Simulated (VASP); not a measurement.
# Zr (Fd-3m) in VASP: further runs

The runs below take Zr through relaxation of cell and atoms, single point, with BLYP.

Program: VASP 6.6.1. These are calculated values, not measurements. Logs are shortened: lines on timing, memory, paths and dates and some standing lists are left out, and cuts for length are marked.

## Step 1: The cell of the first run

It takes space group Fd-3m (No. 227, cubic). Conventional cell: a = 6.312 Å, b = 6.312 Å, c = 6.312 Å, α = 90.00°, β = 90.00°, γ = 90.00°. Within 3.6 Å of Zr (site symmetry -43m) lie 4 Zr at 2.73 Å.

This isn't the form of Zr at room conditions, which is hcp.

## Step 2: Relaxation of cell and atoms, BLYP

File INCAR:

```
SYSTEM = Zr
PREC = Accurate
ENCUT = 600
EDIFF = 1E-6
ISMEAR = -1
SIGMA = 0.1
LREAL = .False.
LASPH = .True.
NELM = 60
ALGO = Normal
ISIF = 3
LWAVE = .False.
LCHARG = .False.
GGA = B5
ALDAX = 1.0
AGGAX = 1.0
AGGAC = 1.0
ALDAC = 0.0
IBRION = 2
NSW = 80
EDIFFG = -0.01
```

File KPOINTS:

```
Automatic mesh
0
Gamma
  9 9 9
  0 0 0
```

File POSCAR:

```
Zr
1.0
    0.0000000000      3.1558057739      3.1558057739
    3.1558057739      0.0000000000      3.1558057739
    3.1558057739      3.1558057739      0.0000000000
Zr
2
Direct
    0.1250000000      0.1250000000      0.1250000000
    0.8750000000      0.8750000000      0.8750000000
```

Potentials or basis: VASP PAW PBE potentials, release 64 (Zr_sv).

Run with:

```sh
cat potpaw_PBE.64/Zr_sv/POTCAR > POTCAR
mpirun -np 1 vasp_std > vasp.out
```

OUTCAR:

```text
SYSTEM = Zr
   PREC = Accurate
   ENCUT = 600
   EDIFF = 1E-6
   ISMEAR = -1
   LREAL = .False.
   LASPH = .True.
   NELM = 60
   ISIF = 3
   GGA = B5
   IBRION = 2
   NSW = 80
   EDIFFG = -0.01

 ion  position               nearest neighbor table
   1  0.125  0.125  0.125-   2 2.73   2 2.73   2 2.73   2 2.73
   2  0.875  0.875  0.875-   1 2.73   1 2.73   1 2.73   1 2.73

  LATTYP: Found a face centered cubic cell.
 ALAT       =     6.3116115478

  Lattice vectors:

 A1 = (   0.0000000000,   3.1558057739,   3.1558057739)
 A2 = (   3.1558057739,   0.0000000000,   3.1558057739)
 A3 = (   3.1558057739,   3.1558057739,   0.0000000000)

Analysis of symmetry for initial positions (statically):
=====================================================================
 Subroutine PRICEL returns:
 Original cell was already a primitive cell.

 Routine SETGRP: Setting up the symmetry group for a
 face centered cubic supercell.

 Subroutine GETGRP returns: Found 48 space group operations
 (whereof 12 operations were pure point group operations)
 out of a pool of 48 trial point group operations.

The static configuration has the point symmetry D_3d.
 The point group associated with its full space group is O_h .

Analysis of symmetry for dynamics (positions and initial velocities):
=====================================================================
 Subroutine PRICEL returns:
 Original cell was already a primitive cell.

 Routine SETGRP: Setting up the symmetry group for a
 face centered cubic supercell.

 Subroutine GETGRP returns: Found 48 space group operations
 (whereof 12 operations were pure point group operations)
 out of a pool of 48 trial point group operations.

The dynamic configuration has the point symmetry D_3d.
 The point group associated with its full space group is O_h .

 Subroutine INISYM returns: Found 48 space group operations
 (whereof 12 operations are pure point group operations),
 and found     1 'primitive' translations

----------------------------------------------------------------------------------------

                                     Primitive cell

  volume of cell :      62.8580

  direct lattice vectors                    reciprocal lattice vectors
     0.000000000  3.155805774  3.155805774    -0.158438141  0.158438141  0.158438141
     3.155805774  0.000000000  3.155805774     0.158438141 -0.158438141  0.158438141
[... 90 lines left out ...]
   NFREE  =      1    steps in history (QN), initial steepest desc. (CG)
   ISIF   =      3    stress and relaxation
   ISYM   =      2    0-nonsym 1-usesym 2-fastsym
   POTIM  = 0.5000    time-step for ionic-motion
   TEBEG  =    0.0;   TEEND  =   0.0 temperature during run
   PSTRESS=    0.0 pullay stress
   NELECT =      24.0000    total number of electrons
   NUPDOWN=      -1.0000    fix difference up-down
   EMIN   =  10.00;   EMAX   =-10.00  energy-range for DOS
   EFERMI =   0.00;   METHOD = LEGACY
   ISMEAR =    -1;   SIGMA  =   0.10  broadening in eV -4-tet -1-fermi 0-gaus
   EFERMI_NEDOS =   21; number of points for ismear=-14 and -15
   IALGO  =     38    algorithm
   IMIX   =      4    mixing-type and parameters
     AMIX     =   0.40;   BMIX     =  1.00
     AMIX_MAG =   1.60;   BMIX_MAG =  1.00
  volume/ion in A,a.u.               =      31.43       212.09
  Fermi-wavevector in a.u.,A,eV,Ry     =   1.187659  2.244349 19.191468  1.410533
  Thomas-Fermi vector in A             =   2.323805
   LORBIT       =      0    0 simple, 1 ext, 2 COOP (PROOUT), +10 PAW based schemes
   GGA     = B5    functional components
   LHFCALC =     F    Hartree Fock is set to
   AEXX    =    0.0000 exact exchange contribution
   IVDW    =     0    specifies the selected vdW correction
   LEPSILON=     F    determine dielectric tensor
   LRPA    =     F    only Hartree local field effects (RPA)
 conjugate gradient relaxation of ions
 non-spin polarized calculation
  energy-cutoff  :      600.00
  volume of cell :       62.86
 maximum number of plane-waves:      2122
   NGX = 17   NGY = 17   NGZ = 17

--------------------------------------- Ionic step        1  -------------------------------------------

 number of electron      24.0000000 magnetization

 Free energy of the ion-electron system (eV)
  ---------------------------------------------------
  ext. energy  EPLUGINS =         0.00000000
  ---------------------------------------------------
  free energy    TOTEN  =       -10.65679183 eV

  energy without entropy =      -10.49826599  energy(sigma->0) =      -10.57752891

------------------------ aborting loop because EDIFF is reached ----------------------------------------

  FORCE on cell =-STRESS in cart. coord.  units (eV):
  Direction    XX          YY          ZZ          XY          YZ          ZX
  --------------------------------------------------------------------------------------
  -------------------------------------------------------------------------------------
  Total        0.9235429      0.9235429      0.9235429      0.0000000      0.0000000      0.0000000
  in kB       23.5400224     23.5400224     23.5400224      0.0000000      0.0000000      0.0000000
  external PRESSURE =      23.5400224 kB  Pullay stress =       0.0000000 kB
[... 59 lines left out ...]
--------------------------------------- Ionic step        3  -------------------------------------------

 number of electron      24.0000000 magnetization

 Free energy of the ion-electron system (eV)
  ---------------------------------------------------
  ext. energy  EPLUGINS =         0.00000000
  ---------------------------------------------------
  free energy    TOTEN  =       -10.68843117 eV

  energy without entropy =      -10.51021225  energy(sigma->0) =      -10.59932171

 E-fermi :   5.3704     XC(G=0):  -8.5464

 val. band max:        5.3605410481   @ k =   0.4444   0.4444   0.0000
 cond. band min:       5.3737218558   @ k =   0.0000   0.0000   0.0000
 fundamental gap:      0.0131808077
 Fermi energy:         5.3703751356

 k-point     1 :       0.0000    0.0000    0.0000
  band No.  band energies     occupation
      1     -43.3917      2.00000
      2     -42.9672      2.00000
      3     -21.7728      2.00000
      4     -21.7728      2.00000
      5     -21.7728      2.00000
      6     -20.9797      2.00000
[... 433 lines left out ...]
      3     -21.9529      2.00000
      4     -21.9529      2.00000
      5     -21.4530      2.00000
      6     -21.3169      2.00000
[... 8 lines left out ...]
     15       6.5631      0.00001
     16       7.4897      0.00000

 [... further k-points ...]
[... 5 lines left out ...]
  --------------------------------------------------------------------------------------
  -------------------------------------------------------------------------------------
  Total       -0.0007075     -0.0007075     -0.0007075      0.0000000     -0.0000000      0.0000000
  in kB       -0.0168027     -0.0168027     -0.0168027      0.0000000     -0.0000000      0.0000000
  external PRESSURE =      -0.0168027 kB  Pullay stress =       0.0000000 kB
[... 17 lines left out ...]
  FREE ENERGIE OF THE ION-ELECTRON SYSTEM (eV)
  ---------------------------------------------------
  free  energy   TOTEN  =       -10.6884311732 eV

  energy  without entropy=      -10.5102122471  energy(sigma->0) =      -10.59932171

 reached required accuracy - stopping structural energy minimisation
```

Wall time 59 s (1 thread of Intel Xeon 6975P-C (Granite Rapids), shared host); peak memory 0.23 GiB.

Results:

```
Free energy                           : -10.6884 eV
Relaxed volume                        : 33.73 Å³/atom
Relaxed cell                          : a = 4.569 Å, b = 4.569 Å, c = 4.569 Å, α = 60.00°, β = 60.00°, γ = 60.00°
Space group after relaxing (to 0.1 Å) : Fd-3m (No. 227)
Energy gained by relaxing             : 15.8 meV/atom
Ionic steps                           : 3
Pressure after relaxing               : 0.0 GPa
Band gap on the k mesh                : zero (bands 12 and 13 overlap by 0.13 eV)
```

The path:
```
step  energy change (eV)  largest force (eV/Å)  pressure (GPa)  volume (Å³)
   1              0.0000                0.0000            2.35        62.86
   2             -0.0315                0.0000            0.13        67.15
   3             -0.0316                0.0000            0.00        67.46
```

Final structure:
```
CELL_PARAMETERS angstrom
0.00000 3.23107 3.23107
3.23107 0.00000 3.23107
3.23107 3.23107 0.00000
ATOMIC_POSITIONS crystal
Zr 0.12500 0.12500 0.12500
Zr 0.87500 0.87500 0.87500
```

Levels at points of the mesh, in eV from the Fermi level:
| k point | band 9 | band 10 | band 11 | band 12 | band 13 | band 14 | band 15 | band 16 |
| --- | --- | --- | --- | --- | --- | --- | --- | --- |
| (0.00, 0.00, 0.00) | -3.82 | -0.67 | -0.67 | 0.00 | 0.00 | 0.00 | 1.92 | 1.92 |

Caveat: the PAW data sets were made with another functional, which shifts forces and pressure a little.

## Step 3: Single point, BLYP (31.05 Å³/atom)

This run uses another cell than the first one, of 31.05 Å³/atom.

File INCAR:

```
SYSTEM = Zr
PREC     = Accurate       ! precision mode
ENCUT    = 520            ! plane-wave cutoff, eV
EDIFF    = 1E-6           ! SCF threshold, eV
ISMEAR   = -1             ! smearing method
SIGMA    = 0.1            ! smearing width, eV
LREAL    = .FALSE.        ! projectors in reciprocal space
LASPH    = .TRUE.         ! aspherical terms in the spheres
NELM     = 100            ! most SCF steps
ALGO     = Normal         ! electronic algorithm
ISIF     = 2              ! what is computed and relaxed
LWAVE    = .FALSE.        ! write WAVECAR
LCHARG   = .FALSE.        ! write CHGCAR
GGA      = B5             ! functional
ALDAX    = 1.0          
AGGAX    = 1.0          
AGGAC    = 1.0          
ALDAC    = 0.0          
NBANDS   = 19             ! bands
```

File KPOINTS:

```
Automatic mesh
0
G
  14 14 14
  0 0 0
```

File POSCAR:

```
Zr
1.0
    0.0000000000      3.1429382932      3.1429382932
    3.1429382932      0.0000000000      3.1429382932
    3.1429382932      3.1429382932      0.0000000000
Zr
2
Direct
    0.1250000000      0.1250000000      0.1250000000
    0.8750000000      0.8750000000      0.8750000000
```

Potentials or basis: VASP PAW PBE potentials, release 64 (Zr_sv).

Run with:

```sh
cat potpaw_PBE.64/Zr_sv/POTCAR > POTCAR
mpirun -np 1 vasp_std > vasp.out
```

It took 55 s on 1 thread of Intel Xeon 6975P-C (Granite Rapids), shared host; peak memory 0.25 GiB.

It converged, with:

* Free energy: -10.6452 eV
* Pressure: 2.8 GPa
* Band gap on the k mesh: zero (bands 12 and 13 overlap by 0.22 eV)

Levels at points of the mesh, in eV from the Fermi level:
```
           k point  band 8  band 9  band 10  band 11  band 12  band 13  band 14  band 15  band 16  band 17
(0.00, 0.00, 0.00)  -26.21   -3.92    -0.83    -0.83     0.02     0.02     0.02     2.08     2.08     2.08
(0.50, 0.00, 0.00)  -26.08   -1.59    -0.98    -0.70    -0.70    -0.14    -0.14     0.81     3.15     3.15
(0.50, 0.50, 0.00)  -25.95   -1.70    -1.70    -0.07    -0.07     0.36     0.36     1.69     1.69     4.51
```

Caveat: the PAW data sets were made with another functional, which shifts forces and pressure a little.

(Part 1 of 3 ends here.)
